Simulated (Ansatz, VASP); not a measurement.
## Mo3H in VASP and in Ansatz

```
H Mo
1.0
    -2.46197    2.46197    2.46197
     2.46197   -2.46197    2.46197
     2.46197    2.46197   -2.46197
H Mo
1 3
Cartesian
  0.0000 0.0000 0.0000
  2.4620 0.0000 0.0000
  0.0000 2.4620 0.0000
  0.0000 0.0000 2.4620
```

Alike in both runs: functional PBE; k mesh 6 × 6 × 6; occupations gaussian, width 0.2 eV; no spin polarisation.

Ansatz relaxed the structure, and its values are those at the end. VASP's run is a single point on that final structure, the one shown.

|  | VASP | Ansatz |
| --- | --- | --- |
| version | VASP 6.6.1 | Ansatz 0.2.0 |
| potentials or method | VASP PAW PBE potentials, release 64 (H, Mo_sv), cutoff 520 eV | scalar-relativistic, plane waves, PAW |
| valence electrons in the cell | 43 | 43 |

|  | VASP | Ansatz | Ansatz less VASP |
| --- | --- | --- | --- |
| gap on the k mesh at the Fermi level (eV) | none | none | - |
| pressure (GPa) | 0.1 | -0.3 | -0.46 |

A gap of «none» marks a metal or a gap that the smearing closes. The functional is the same, so the differences come from potentials, cutoffs and numerics.
